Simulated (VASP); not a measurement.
Input of a VASP 6.6.1 run:

INCAR

```
SYSTEM = Al3Cl
ALGO = Normal
EDIFF = 1E-6
EDIFFG = -0.01
ENCUT = 600
GGA = PE
IBRION = 2
ISIF = 3
ISMEAR = 0
LASPH = .True.
LCHARG = .False.
LREAL = .False.
LWAVE = .False.
NELM = 100
NSW = 100
PREC = Accurate
SIGMA = 0.1
```

File KPOINTS:

```
k-points
0
Gamma
  12 12 16
  0 0 0
```

POSCAR

```
Al3Cl
1.0
    5.7038871421      0.0000000000      0.0000000000
   -2.8519435711      4.9397111654      0.0000000000
    0.0000000000      0.0000000000      2.9818273085
Al Cl
3 1
Direct
    0.5000000000      0.0000000000      0.0000000000
    0.0000000000      0.5000000000      0.0000000000
    0.5000000000      0.5000000000      0.0000000000
    0.0000000000      0.0000000000      0.5000000000
```

Potentials or basis: VASP PAW PBE potentials, release 64 (Al, Cl).

Run with:

```bash
$ cat potpaw_PBE.64/Al/POTCAR potpaw_PBE.64/Cl/POTCAR > POTCAR
$ mpirun -np 1 vasp_std > vasp.out
```

(1) What does it give for the relaxed volume?

(2) What does it give for the band gap on the k mesh?

## Answers

(1) 20.91 Å³/atom.

(2) zero (band 8 reaches 6.58 eV, above the bottom of band 9 at 4.14 eV).
